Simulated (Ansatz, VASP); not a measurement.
# Two plane-wave programs on ZnS2

The input POSCAR:

```
ZnS2
1.0
    0.0000000000      2.9631784516      2.9631784516
    2.9631784516      0.0000000000      2.9631784516
    2.9631784516      2.9631784516      0.0000000000
Zn S
1 2
Direct
    0.0000000000      0.0000000000      0.0000000000
    0.2500000000      0.2500000000      0.2500000000
    0.7500000000      0.7500000000      0.7500000000
```

INCAR.step1

```
PREC = Accurate
ENCUT = 520
ISMEAR = 0
SIGMA = 0.1
LREAL = False
LASPH = True
NELM = 60
NBANDS = 19
GGA = PE
ALGO = Normal
EDIFF = 1E-4
LWAVE = True
LCHARG = False
```

Contents of INCAR.step2:

```
PREC = Accurate
ENCUT = 520
EDIFF = 1E-7
ISMEAR = 0
SIGMA = 0.1
LREAL = False
LASPH = True
NELM = 60
ALGO = Normal
ISIF = 2
LWAVE = False
LCHARG = False
METAGGA = R2SCAN
LMIXTAU = True
NBANDS = 19
ISTART = 1
```

File KPOINTS:

```
Automatic mesh
0
Gamma
  6 6 6
```

Input for Ansatz:

```yaml
crystal:
  lattice:
    - [0.0, 2.9631784516, 2.9631784516]
    - [2.9631784516, 0.0, 2.9631784516]
    - [2.9631784516, 2.9631784516, 0.0]
  atoms:
    - { symbol: Zn, position: [0.0, 0.0, 0.0] }
    - { symbol: S, position: [0.25, 0.25, 0.25] }
    - { symbol: S, position: [0.75, 0.75, 0.75] }
basis:
  ecutwfc: 500
kpoints:
  mp_grid: { grid: [6, 6, 6] }
hamiltonian:
  xc: r2scan
scf:
  occupations: { method: gaussian, width: 0.1 }
  lower_state_search: "off"
output:
  forces: true
  stress: true
  eigenvalues: true
```

Alike in both runs: task single point; functional r2SCAN; k mesh 6 × 6 × 6; occupations gaussian, width 0.1 eV; no spin polarisation.

|  | VASP | Ansatz |
| --- | --- | --- |
| version | VASP 6.6.1 | Ansatz 0.2.0 |
| potentials or method | VASP PAW PBE potentials, release 64 (Zn, S), cutoff 520 eV | scalar-relativistic, plane waves, PAW |
| valence electrons in the cell | 24 | 24 |

```csv
,VASP,Ansatz,Ansatz less VASP
gap on the k mesh at the Fermi level (eV),none,none,-
pressure (GPa),4.0,3.9,-0.06
```

VASP's potentials were made for PBE, not for r2SCAN. A gap of «none» marks a metal or a gap that the smearing closes.
